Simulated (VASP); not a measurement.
Input of a VASP 6.6.1 run:

The input INCAR:

```
SYSTEM = Os
ALGO = Normal
EDIFF = 1E-6
ENCUT = 520
GGA = PS
ISIF = 2
ISMEAR = -1
IVDW = 13
LASPH = .True.
LCHARG = .False.
LREAL = .False.
LWAVE = .False.
NBANDS = 15
NELM = 100
PREC = Accurate
SIGMA = 0.05
```

The input KPOINTS:

```
k-points
0
Gamma
  11 11 6
  0 0 0
```

Contents of POSCAR:

```
Os
1.0
    2.7187059240      0.0000000000      0.0000000000
   -1.3593529620      2.3544683956      0.0000000000
    0.0000000000      0.0000000000      4.2987651272
Os
2
Direct
    0.6666666667      0.3333333333      0.7500000000
    0.3333333333      0.6666666667      0.2500000000
```

Potentials or basis: VASP PAW PBE potentials, release 64 (Os).

Run with:

```sh
$ cat potpaw_PBE.64/Os/POTCAR > POTCAR
$ mpirun -np 1 vasp_std > vasp.out
```

(1) Predict the pressure.

(2) Estimate the band gap on the k mesh.

Results:

(1) 0.7 GPa.

(2) zero (band 8 reaches 11.73 eV, above the bottom of band 9 at 7.73 eV).

Caveat: the PAW data sets were made with another functional, which shifts forces and pressure a little; spin-orbit coupling is left out, which moves the levels of the heavy elements; pairwise dispersion overbinds metals, which lowers pressure and volume.
